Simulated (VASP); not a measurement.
Here is a VASP 6.6.1 calculation.

INCAR

```
  PREC = Accurate
  ENCUT = 600
  EDIFF = 1E-7
  ISMEAR = -1
  SIGMA = 0.1
  LREAL = False
  LASPH = True
  NELM = 120
  ALGO = Normal
  ISIF = 3
  LWAVE = False
  LCHARG = False
  GGA = PE
  IBRION = 2
  NSW = 80
  EDIFFG = -0.01
  ISYM = 0
  GGA_COMPAT = False
  NELMIN = 4
```

File KPOINTS:

```
regular mesh
0
Gamma
  17 17 12
```

POSCAR

```
C
1.0
   -1.8529167617      1.8529167617      1.0116925519
    1.8529167617     -1.8529167617      1.0116925519
    1.8529167617      1.8529167617     -1.0116925519
C
2
Direct
    0.0000000000      0.0000000000      0.0000000000
    0.7500000000      0.2500000000      0.5000000000
```

Potentials or basis: VASP PAW PBE potentials, release 64 (C).

The run is started by

```bash
$ cat potpaw_PBE.64/C/POTCAR > POTCAR
$ mpirun -np 1 vasp_std > vasp.out
```

Predict the space group after relaxing (to 0.1 Å).

I4_1/amd (No. 141).

Predict the relaxed volume.

5.52 Å³/atom.

Estimate the relaxed cell.

a = 2.482 Å, b = 2.482 Å, c = 2.482 Å, α = 118.48°, β = 118.48°, γ = 92.66°.

Forces in eV/Å, atoms in the order of the input:
```
C    0.002 -0.002  0.000
C   -0.002  0.002  0.000
```

Caveat: the volume moved by over 15 % at a fixed basis, so the end points are rough.
